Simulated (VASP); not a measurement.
Set up this calculation in VASP 6.6.1, as the native input.

```yaml
Task: relaxation of the atoms
Functional: PBE
Dispersion: D3(BJ)
Potentials_or_basis: VASP PAW PBE potentials, release 64 (S, Sn_d)
Cutoff: 450 eV
k_mesh: 12 × 12 × 1
Occupations: gaussian, width 0.02 eV
Spin: no spin polarisation
Dipole_correction: yes
Further_INCAR_settings: ALGO = Normal; EDIFF = 1e-07; NELMDL = -8; IBRION = 2; EDIFFG = -0.01; NSW = 60
```

The structure of SnS2 lies in POSCAR:

```
SnS2
1.0
    3.7379941690      0.0000000000      0.0000000000
   -1.8689970845      3.2371979095      0.0000000000
    0.0000000000      0.0000000000     31.9125768144
S Sn
2 1
Direct
    0.3333333333      0.6666666667      0.4534911230
    0.6666666667      0.3333333333      0.5465088770
    0.0000000000      0.0000000000      0.5000000000
```

This cell differs from its parent crystal: biaxial strain +0.020.

One way to write it, as run:

INCAR

```
PREC = Accurate
ENCUT = 450
EDIFF = 1E-7
ISMEAR = 0
SIGMA = 0.02
LREAL = False
LASPH = True
NELM = 120
ALGO = Normal
ISIF = 2
LWAVE = False
LCHARG = False
LDIPOL = True
IDIPOL = 3
DIPOL = 0.5 0.5 0.500
GGA = PE
IVDW = 12
IBRION = 2
NSW = 60
EDIFFG = -0.01
GGA_COMPAT = False
NELMIN = 4
NELMDL = -8
```

KPOINTS

```
Automatic mesh
0
Gamma
  12 12 1
```

Potentials or basis: VASP PAW PBE potentials, release 64 (S, Sn_d).

Launch:

```bash
$ cat potpaw_PBE.64/S/POTCAR potpaw_PBE.64/Sn_d/POTCAR > POTCAR
$ mpirun -np 1 vasp_std > vasp.out
```

Results of the run:

| Item | Value |
| --- | --- |
| Energy gained by relaxing | 2.2 meV/atom |
| Ionic steps | 3 |
| Largest force after relaxing | 0.009 eV/Å |
| Band gap on the k mesh | 1.61 eV (least direct gap 1.81 eV) |
| Dispersion energy per atom | -0.223 eV |

Caveat: the cell differs from its parent crystal (biaxial strain +0.020); spin-orbit coupling is left out, which moves the levels of the heavy elements.

Wall time 3.3 min on 1 thread of Intel(R) Xeon(R) 6975P-C (Granite Rapids) (shared host), peak memory 0.51 GiB.
